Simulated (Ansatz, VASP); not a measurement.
One calculation of CdSe, two programs

INCAR

```
PREC = Accurate
ENCUT = 520
EDIFF = 1E-6
ISMEAR = 0
SIGMA = 0.05
LREAL = F
LASPH = T
NELM = 60
ALGO = Normal
ISIF = 2
LWAVE = F
LCHARG = F
GGA = PE
NBANDS = 26
```

The input KPOINTS:

```
regular mesh
0
Gamma
  6 6 4
```

POSCAR

```
CdSe
1.0
    4.2984999142      0.0000000000      0.0000000000
   -2.1492499571      3.7226101239      0.0000000000
    0.0000000000      0.0000000000      7.1905800000
Cd Se
2 2
Direct
    0.6666666667      0.3333333333      0.0000000000
    0.3333333333      0.6666666667      0.5000000000
    0.6666666667      0.3333333333      0.3750000000
    0.3333333333      0.6666666667      0.8750000000
```

Input for Ansatz:

```yaml
crystal:
  lattice:
    - [4.2984999142, 0.0, 0.0]
    - [-2.1492499571, 3.7226101239, 0.0]
    - [0.0, 0.0, 7.19058]
  atoms:
    - { symbol: Cd, position: [0.6666666667, 0.3333333333, 0.0] }
    - { symbol: Cd, position: [0.3333333333, 0.6666666667, 0.5] }
    - { symbol: Se, position: [0.6666666667, 0.3333333333, 0.375] }
    - { symbol: Se, position: [0.3333333333, 0.6666666667, 0.875] }
basis:
  ecutwfc: 420
kpoints:
  mp_grid: { grid: [6, 6, 4] }
hamiltonian:
  xc: pbe
scf:
  occupations: { method: gaussian, width: 0.05 }
output:
  forces: true
  stress: true
  eigenvalues: true
```

Change from the starting cell: strain +0.000 along x and y, +0.025 along z, atoms carried along.

Alike in both runs: task single point; functional PBE; k mesh 6 × 6 × 4; occupations gaussian, width 0.05 eV; no spin polarisation.

|  | VASP | Ansatz |
| --- | --- | --- |
| version | VASP 6.6.1 | Ansatz 0.2.0 |
| potentials or method | VASP PAW PBE potentials, release 64 (Cd, Se), cutoff 520 eV | scalar-relativistic, plane waves, PAW |
| valence electrons in the cell | 36 | 72 |

VASP gave:

```
gap on the k mesh at the Fermi level (eV)                     : 0.59
least direct gap on the mesh (eV)                             : 0.59
pressure (GPa)                                                : 2.0
traceless stress, the component that is largest in VASP (GPa) : -1.32
rms of the force components (eV/Å)                            : 0.085
```

Task: Estimate Ansatz's values.

Result: gap on the k mesh at the Fermi level (eV): 0.59; least direct gap on the mesh (eV): 0.59; pressure (GPa): 1.7; traceless stress, the component that is largest in VASP (GPa): -1.29; rms of the force components (eV/Å): 0.081.

Atom by atom the forces differ by 0.004 eV/Å (rms over components). With one functional, cell and mesh, what is left measures potentials, basis and numerics. VASP's potentials hold 36 valence electrons a cell and Ansatz's 72, so a difference there can come from the potentials and not from the codes.
